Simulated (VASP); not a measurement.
# Ge (Cmcm) in VASP: further runs

The runs below take Ge through single point, with PBEsol.

Everything below comes from runs of VASP 6.6.1. Logs are shortened: lines on timing, memory, paths and dates and some standing lists are left out, and cuts for length are marked.

### 1 The cell of the first run

Symmetry: Cmcm, No. 63, orthorhombic system. The conventional cell has a = 2.931 Å, b = 5.112 Å, c = 4.728 Å, α = 90.00°, β = 90.00°, γ = 90.00°. Ge (site symmetry m2m) has 12 Ge at 2.91 to 2.95 Å within 3.8 Å.

This isn't the form of Ge at room conditions, which is diamond.

### 2 Single point, PBEsol (strain -0.0150 x Voigt [1, 1, 0, 0, 0, 0])

File INCAR:

```
  PREC = Accurate
  ENCUT = 520
  EDIFF = 1E-6
  ISMEAR = 0
  SIGMA = 0.15
  LREAL = F
  LASPH = T
  NELM = 80
  ALGO = Normal
  ISIF = 2
  LWAVE = F
  LCHARG = F
  GGA = PS
  NBANDS = 21
```

File KPOINTS:

```
Automatic mesh
0
Gamma
  18 18 10
```

File POSCAR:

```
Ge
1.0
    1.4657321311     -2.5557692658      0.0000000000
    1.4657321311      2.5557692658      0.0000000000
    0.0000000000      0.0000000000      4.7275957900
Ge
2
Direct
    0.6665533700      0.3334466300      0.2500000000
    0.3334466300      0.6665533700      0.7500000000
```

Potentials or basis: VASP PAW PBE potentials, release 64 (Ge_d).

Launch:

```
cat potpaw_PBE.64/Ge_d/POTCAR > POTCAR
mpirun -np 1 vasp_std > vasp.out
```

OUTCAR:

```text
PREC = Accurate
   ENCUT = 520
   EDIFF = 1E-6
   ISMEAR = 0
   LREAL = F
   LASPH = T
   NELM = 80
   ISIF = 2
   GGA = PS

 ion  position               nearest neighbor table
   1  0.667  0.333  0.250-   2 2.91   2 2.91   2 2.91   2 2.91   2 2.91   2 2.91
   2  0.333  0.667  0.750-   1 2.91   1 2.91   1 2.91   1 2.91   1 2.91   1 2.91

  LATTYP: Found a base centered orthorhombic cell.
 ALAT       =     2.9314642622
 B/A-ratio  =     1.7436809984
 C/A-ratio  =     1.6127079736

  Lattice vectors:

 A1 = (   1.4657321311,  -2.5557692658,   0.0000000000)
 A2 = (   1.4657321311,   2.5557692658,   0.0000000000)
 A3 = (   0.0000000000,   0.0000000000,   4.7275957900)

Analysis of symmetry for initial positions (statically):
=====================================================================
 Subroutine PRICEL returns:
 Original cell was already a primitive cell.

 Routine SETGRP: Setting up the symmetry group for a
 base centered orthorhombic supercell.

 Subroutine GETGRP returns: Found  8 space group operations
 (whereof  4 operations were pure point group operations)
 out of a pool of  8 trial point group operations.

The static configuration has the point symmetry C_2h.
 The point group associated with its full space group is D_2h.

Analysis of symmetry for dynamics (positions and initial velocities):
=====================================================================
 Subroutine PRICEL returns:
 Original cell was already a primitive cell.

 Routine SETGRP: Setting up the symmetry group for a
 base centered orthorhombic supercell.

 Subroutine GETGRP returns: Found  8 space group operations
 (whereof  4 operations were pure point group operations)
 out of a pool of  8 trial point group operations.

The dynamic configuration has the point symmetry C_2h.
 The point group associated with its full space group is D_2h.

 Subroutine INISYM returns: Found  8 space group operations
 (whereof  4 operations are pure point group operations),
 and found     1 'primitive' translations

----------------------------------------------------------------------------------------

                                     Primitive cell

  volume of cell :      35.4198

  direct lattice vectors                    reciprocal lattice vectors
     1.465732131 -2.555769266  0.000000000     0.341126451 -0.195635814  0.000000000
[... 83 lines left out ...]
   LASPH  =      T    aspherical Exc in radial PAW
   ENCUT  =  520.0 eV  38.22 Ry    6.18 a.u.   5.48  5.48  8.79*2*pi/ulx,y,z
   NELM   =     80;   NELMIN=  2; NELMDL= -5     # of ELM steps
   EDIFF  = 0.1E-05   stopping-criterion for ELM
   LREAL  =      F    real-space projection
   EDIFFG = 0.1E-04   stopping-criterion for IOM
   NSW    =      0    number of steps for IOM
   IBRION =     -1    ionic relax: 0-MD 1-quasi-New 2-CG
   NFREE  =      0    steps in history (QN), initial steepest desc. (CG)
   ISIF   =      2    stress and relaxation
   ISYM   =      2    0-nonsym 1-usesym 2-fastsym
   POTIM  = 0.5000    time-step for ionic-motion
   TEBEG  =    0.0;   TEEND  =   0.0 temperature during run
   PSTRESS=    0.0 pullay stress
   NELECT =      28.0000    total number of electrons
   NUPDOWN=      -1.0000    fix difference up-down
   EMIN   =  10.00;   EMAX   =-10.00  energy-range for DOS
   EFERMI =   0.00;   METHOD = LEGACY
   ISMEAR =     0;   SIGMA  =   0.15  broadening in eV -4-tet -1-fermi 0-gaus
   EFERMI_NEDOS =   21; number of points for ismear=-14 and -15
   IALGO  =     38    algorithm
   IMIX   =      4    mixing-type and parameters
     AMIX     =   0.40;   BMIX     =  1.00
     AMIX_MAG =   1.60;   BMIX_MAG =  1.00
  volume/ion in A,a.u.               =      17.71       119.51
  Fermi-wavevector in a.u.,A,eV,Ry     =   1.513719  2.860514 31.175652  2.291346
  Thomas-Fermi vector in A             =   2.623473
   LORBIT       =      0    0 simple, 1 ext, 2 COOP (PROOUT), +10 PAW based schemes
   GGA     = PS    functional components
   LHFCALC =     F    Hartree Fock is set to
   AEXX    =    0.0000 exact exchange contribution
   IVDW    =     0    specifies the selected vdW correction
   LEPSILON=     F    determine dielectric tensor
   LRPA    =     F    only Hartree local field effects (RPA)
 non-spin polarized calculation
 Gauss-broadening in eV      SIGMA  =   0.15
  energy-cutoff  :      520.00
  volume of cell :       35.42
 maximum number of plane-waves:       982
 NGX is ok and might be reduce to    24
   NGX = 11   NGY = 11   NGZ = 17

 number of electron      27.9999998 magnetization

 Free energy of the ion-electron system (eV)
  ---------------------------------------------------
  ext. energy  EPLUGINS =         0.00000000
  ---------------------------------------------------
  free energy    TOTEN  =        -9.31016910 eV

  energy without entropy =       -9.29843294  energy(sigma->0) =       -9.30430102

 E-fermi :   7.3838     XC(G=0): -11.7602

 val. band max:        7.3781697942   @ k =   0.2778   0.2222   0.2000
 cond. band min:       7.3874038378   @ k =  -0.4444   0.0556   0.0000
 fundamental gap:      0.0092340437
 Fermi energy:         7.3837799004

 k-point     1 :       0.0000    0.0000    0.0000
  band No.  band energies     occupation
      1     -17.3281      2.00000
      2     -17.3168      2.00000
      3     -17.3153      2.00000
      4     -17.3110      2.00000
      5     -17.3053      2.00000
      6     -17.3015      2.00000
[... 565 lines left out ...]
     20      19.9186      0.00000
     21      21.2139      0.00000

 [... further k-points ...]

------------------------ aborting loop because EDIFF is reached ----------------------------------------

  FORCE on cell =-STRESS in cart. coord.  units (eV):
  Direction    XX          YY          ZZ          XY          YZ          ZX
  --------------------------------------------------------------------------------------
  -------------------------------------------------------------------------------------
  Total        0.5953682      0.6086703      0.6693944      0.0000000      0.0000000      0.0000000
  in kB       26.9308252     27.5325301     30.2793151      0.0000000      0.0000000      0.0000000
  external PRESSURE =      28.2475568 kB  Pullay stress =       0.0000000 kB

 VOLUME and BASIS-vectors are now :
 -----------------------------------------------------------------------------
  energy-cutoff  :      520.00
  volume of cell :       35.42
      direct lattice vectors                 reciprocal lattice vectors
     1.465732131 -2.555769266  0.000000000     0.341126451 -0.195635814  0.000000000
     1.465732131  2.555769266  0.000000000     0.341126451  0.195635814  0.000000000
     0.000000000  0.000000000  4.727595790     0.000000000  0.000000000  0.211524006

 POSITION                                       TOTAL-FORCE (eV/Angst)
 -----------------------------------------------------------------------------------
      1.46573     -0.85134      1.18190         0.000000      0.005031      0.000000
      1.46573      0.85134      3.54570         0.000000     -0.005031      0.000000
 -----------------------------------------------------------------------------------
    total drift:                                0.000000     -0.000000      0.000000

  FREE ENERGIE OF THE ION-ELECTRON SYSTEM (eV)
  ---------------------------------------------------
  free  energy   TOTEN  =        -9.3101690986 eV

  energy  without entropy=       -9.2984329408  energy(sigma->0) =       -9.30430102
```

OSZICAR:

```text
N       E                     dE             d eps       ncg     rms          rms(c)
DAV:   1     0.171499153669E+03    0.17150E+03   -0.14123E+04 26670   0.386E+03
DAV:   2     0.134191034211E+02   -0.15808E+03   -0.15292E+03 23097   0.579E+02
DAV:   3    -0.876017412659E+01   -0.22179E+02   -0.21952E+02 25653   0.130E+02
DAV:   4    -0.934916121028E+01   -0.58899E+00   -0.58851E+00 26207   0.244E+01
DAV:   5    -0.935757139589E+01   -0.84102E-02   -0.84100E-02 25908   0.317E+00    0.181E+00
DAV:   6    -0.932364437043E+01    0.33927E-01   -0.33175E-02 31597   0.311E+00    0.956E-01
DAV:   7    -0.931077621829E+01    0.12868E-01   -0.16753E-02 31393   0.179E+00    0.108E-01
DAV:   8    -0.931016032978E+01    0.61589E-03   -0.14222E-03 27455   0.702E-01    0.321E-02
DAV:   9    -0.931016751326E+01   -0.71835E-05   -0.30464E-05 25643   0.650E-02    0.880E-03
DAV:  10    -0.931016929071E+01   -0.17775E-05   -0.96497E-07 19713   0.938E-03    0.449E-04
DAV:  11    -0.931016909857E+01    0.19214E-06   -0.14408E-07 14896   0.480E-03
   1 F= -.93101691E+01 E0= -.93043010E+01  d E =-.117362E-01
```

stdout:

```text
POSCAR found type information on POSCAR Ge
 POSCAR found :  1 types and       2 ions
 scaLAPACK will be used
 -----------------------------------------------------------------------------
|                                                                             |
|                                                                             |
|     You enforced a specific xc type in the INCAR file but a different       |
|     I HOPE YOU KNOW WHAT YOU ARE DOING!                                     |
|                                                                             |
 -----------------------------------------------------------------------------

 LDA part: xc-table for (Slater+PW92), standard interpolation
 POSCAR, INCAR and KPOINTS ok, starting setup
 FFT: planning ... GRIDC
 FFT: planning ... GRID_SOFT
 FFT: planning ... GRID
 WAVECAR not read
 entering main loop
```

Run time: 4.8 min. Hardware: 1 thread of AMD EPYC 7R43 (Zen 3), shared host; peak memory 0.37 GiB.

Results:

```yaml
Free_energy: -9.3102 eV
Pressure: 2.8 GPa
Largest_force: 0.005 eV/Å
Band_gap_on_the_k_mesh: zero (bands 14 and 15 overlap by 10.33 eV)
```

Forces on the atoms (eV/Å):
```
Ge   0.000  0.005  0.000
Ge   0.000 -0.005  0.000
```

Caveat: the cell differs from its parent crystal (strain -0.0150 x Voigt [1, 1, 0, 0, 0, 0]); the PAW data sets were made with another functional, which shifts forces and pressure a little.

### 3 Single point, PBEsol (strain -0.0100 x Voigt [1, 1, 0, 0, 0, 0])

File INCAR:

```
SYSTEM = Ge
  PREC = Accurate
  ENCUT = 520
  EDIFF = 1E-6
  ISMEAR = 0
  SIGMA = 0.15
  LREAL = .False.
  LASPH = .True.
  NELM = 60
  ALGO = Normal
  ISIF = 2
  LWAVE = .False.
  LCHARG = .False.
  GGA = PS
  NBANDS = 21
```

File KPOINTS:

```
regular mesh
0
Gamma
  18 18 10
  0 0 0
```

File POSCAR:

```
Ge
1.0
    1.4731723958     -2.5687427139      0.0000000000
    1.4731723958      2.5687427139      0.0000000000
    0.0000000000      0.0000000000      4.7275957900
Ge
2
Direct
    0.6665533700      0.3334466300      0.2500000000
    0.3334466300      0.6665533700      0.7500000000
```

Potentials or basis: VASP PAW PBE potentials, release 64 (Ge_d).

Launch:

```
cat potpaw_PBE.64/Ge_d/POTCAR > POTCAR
mpirun -np 1 vasp_std > vasp.out
```

Wall time 4.8 min (1 thread of AMD EPYC 7R43 (Zen 3), shared host); peak memory 0.38 GiB.

Results (log left out):

```
Free energy            : -9.3155 eV
Pressure               : 2.0 GPa
Largest force          : 0.005 eV/Å
Band gap on the k mesh : zero (bands 14 and 15 overlap by 10.15 eV)
```

Forces in eV/Å, atoms in the order of the input:
```
Ge   0.000  0.005  0.000
Ge   0.000 -0.005  0.000
```

Stress tensor (GPa, compression positive):
```
1.87 0.00 0.00
0.00 1.90 0.00
0.00 0.00 2.19
```

Levels at points of the mesh, in eV from the Fermi level:
```tsv
k point	band 12	band 13	band 14	band 15	band 16	band 17
(0.00, 0.00, 0.00)	-7.75	-5.82	6.76	6.88	8.84	8.96
(0.50, 0.00, 0.00)	-7.28	-2.42	-1.50	-1.04	1.28	2.45
(0.50, 0.50, 0.00)	-7.32	-2.46	-1.52	-1.10	1.25	2.61
(0.00, 0.00, 0.50)	-11.99	1.63	1.63	7.91	7.91	8.02
(0.50, 0.00, 0.50)	-7.11	-5.16	-5.16	4.12	4.12	5.00
(0.50, 0.50, 0.50)	-7.18	-5.19	-5.19	4.28	4.28	5.01
```

Caveat: the cell differs from its parent crystal (strain -0.0100 x Voigt [1, 1, 0, 0, 0, 0]); the PAW data sets were made with another functional, which shifts forces and pressure a little.

### 4 Single point, PBEsol (strain -0.0050 x Voigt [1, 1, 0, 0, 0, 0])

File INCAR:

```
SYSTEM = Ge
ALGO     = Normal         ! electronic algorithm
EDIFF    = 1E-6           ! SCF threshold, eV
ENCUT    = 520            ! plane-wave cutoff, eV
GGA      = PS             ! functional
ISIF     = 2              ! what is computed and relaxed
ISMEAR   = 0              ! smearing method
LASPH    = .True.         ! aspherical terms in the spheres
LCHARG   = .False.        ! write CHGCAR
LREAL    = .False.        ! projectors in reciprocal space
LWAVE    = .False.        ! write WAVECAR
NBANDS   = 21             ! bands
NELM     = 80             ! most SCF steps
PREC     = Accurate       ! precision mode
SIGMA    = 0.15           ! smearing width, eV
```

File KPOINTS:

```
k-points
0
Gamma
  18 18 10
  0 0 0
```

File POSCAR:

```
Ge
1.0
    1.4806126604     -2.5817161620      0.0000000000
    1.4806126604      2.5817161620      0.0000000000
    0.0000000000      0.0000000000      4.7275957900
Ge
2
Direct
    0.6665533700      0.3334466300      0.2500000000
    0.3334466300      0.6665533700      0.7500000000
```

Potentials or basis: VASP PAW PBE potentials, release 64 (Ge_d).

Launch:

```
cat potpaw_PBE.64/Ge_d/POTCAR > POTCAR
mpirun -np 1 vasp_std > vasp.out
```

OUTCAR:

```text
SYSTEM = Ge
   EDIFF = 1E-6
   ENCUT = 520
   GGA = PS
   ISIF = 2
   ISMEAR = 0
   LASPH = .True.
   LREAL = .False.
   NELM = 80
   PREC = Accurate

 ion  position               nearest neighbor table
   1  0.667  0.333  0.250-   2 2.92   2 2.92   2 2.92   2 2.92
   2  0.333  0.667  0.750-   1 2.92   1 2.92   1 2.92   1 2.92

  LATTYP: Found a base centered orthorhombic cell.
 ALAT       =     2.9612253208
 B/A-ratio  =     1.7436809984
 C/A-ratio  =     1.5964998532

  Lattice vectors:

 A1 = (   1.4806126604,  -2.5817161620,   0.0000000000)
 A2 = (   1.4806126604,   2.5817161620,   0.0000000000)
 A3 = (   0.0000000000,   0.0000000000,   4.7275957900)

Analysis of symmetry for initial positions (statically):
=====================================================================
 Subroutine PRICEL returns:
 Original cell was already a primitive cell.

 Routine SETGRP: Setting up the symmetry group for a
 base centered orthorhombic supercell.

 Subroutine GETGRP returns: Found  8 space group operations
 (whereof  4 operations were pure point group operations)
 out of a pool of  8 trial point group operations.

The static configuration has the point symmetry C_2h.
[... 161 lines left out ...]

  energy without entropy =       -9.30758983  energy(sigma->0) =       -9.31332597

 E-fermi :   7.1422     XC(G=0): -11.6564

 val. band max:        7.1414230786   @ k =  -0.4444   0.3333   0.1000
 cond. band min:       7.1428919180   @ k =  -0.1111   0.0556   0.4000
 fundamental gap:      0.0014688393
 Fermi energy:         7.1421671509

 k-point     1 :       0.0000    0.0000    0.0000
  band No.  band energies     occupation
      1     -17.5460      2.00000
      2     -17.5347      2.00000
      3     -17.5338      2.00000
      4     -17.5307      2.00000
      5     -17.5252      2.00000
      6     -17.5217      2.00000
[... 565 lines left out ...]
     20      19.5829      0.00000
     21      20.7356      0.00000

 [... further k-points ...]

------------------------ aborting loop because EDIFF is reached ----------------------------------------

  FORCE on cell =-STRESS in cart. coord.  units (eV):
  Direction    XX          YY          ZZ          XY          YZ          ZX
  --------------------------------------------------------------------------------------
  -------------------------------------------------------------------------------------
  Total        0.2457619      0.2456993      0.3100403      0.0000000     -0.0000000      0.0000000
  in kB       10.8944384     10.8916618     13.7438508      0.0000000     -0.0000000      0.0000000
  external PRESSURE =      11.8433170 kB  Pullay stress =       0.0000000 kB

 VOLUME and BASIS-vectors are now :
 -----------------------------------------------------------------------------
  energy-cutoff  :      520.00
  volume of cell :       36.14
      direct lattice vectors                 reciprocal lattice vectors
     1.480612660 -2.581716162  0.000000000     0.337698044 -0.193669625  0.000000000
     1.480612660  2.581716162  0.000000000     0.337698044  0.193669625  0.000000000
     0.000000000  0.000000000  4.727595790     0.000000000  0.000000000  0.211524006

 POSITION                                       TOTAL-FORCE (eV/Angst)
 -----------------------------------------------------------------------------------
      1.48061     -0.85999      1.18190         0.000000      0.005284      0.000000
      1.48061      0.85999      3.54570         0.000000     -0.005284      0.000000
 -----------------------------------------------------------------------------------
    total drift:                                0.000000     -0.000000      0.000000

  FREE ENERGIE OF THE ION-ELECTRON SYSTEM (eV)
  ---------------------------------------------------
  free  energy   TOTEN  =        -9.3190621043 eV

  energy  without entropy=       -9.3075898321  energy(sigma->0) =       -9.31332597
```

Run time: 5.6 min. Hardware: 1 thread of AMD EPYC 7R43 (Zen 3), shared host; peak memory 0.37 GiB.

Results:

```yaml
Free_energy: -9.3191 eV
Pressure: 1.2 GPa
Largest_force: 0.005 eV/Å
Band_gap_on_the_k_mesh: zero (bands 14 and 15 overlap by 9.97 eV)
```

Forces in eV/Å, atoms in the order of the input:
```
Ge   0.000  0.005  0.000
Ge   0.000 -0.005  0.000
```

Stress tensor (GPa, compression positive):
```
1.09 0.00 0.00
0.00 1.09 0.00
0.00 0.00 1.37
```

Caveat: the cell differs from its parent crystal (strain -0.0050 x Voigt [1, 1, 0, 0, 0, 0]); the PAW data sets were made with another functional, which shifts forces and pressure a little.

### 5 Summary

```tsv
cell	gap on the mesh (eV)	pressure (GPa)	largest force (eV/Å)
a = 2.946, b = 2.946, c = 4.728 Å, angles 90.0, 90.0, 120.3°, 2 atoms	none	2.8	0.01
a = 2.961, b = 2.961, c = 4.728 Å, angles 90.0, 90.0, 120.3°, 2 atoms	none	2.0	0.01
a = 2.976, b = 2.976, c = 4.728 Å, angles 90.0, 90.0, 120.3°, 2 atoms	none	1.2	0.01
```

Alike in all rows: task single point; level PBEsol; potentials or basis VASP PAW PBE potentials, release 64 (Ge_d); no spin polarisation; k mesh 18 × 18 × 10; cutoff (eV) 520; smearing gaussian 0.15 eV.

Caveats: the PAW data sets were made with another functional, which shifts forces and pressure a little.

Total energies depend on the potentials used, so only differences within one code and one set of settings carry meaning.
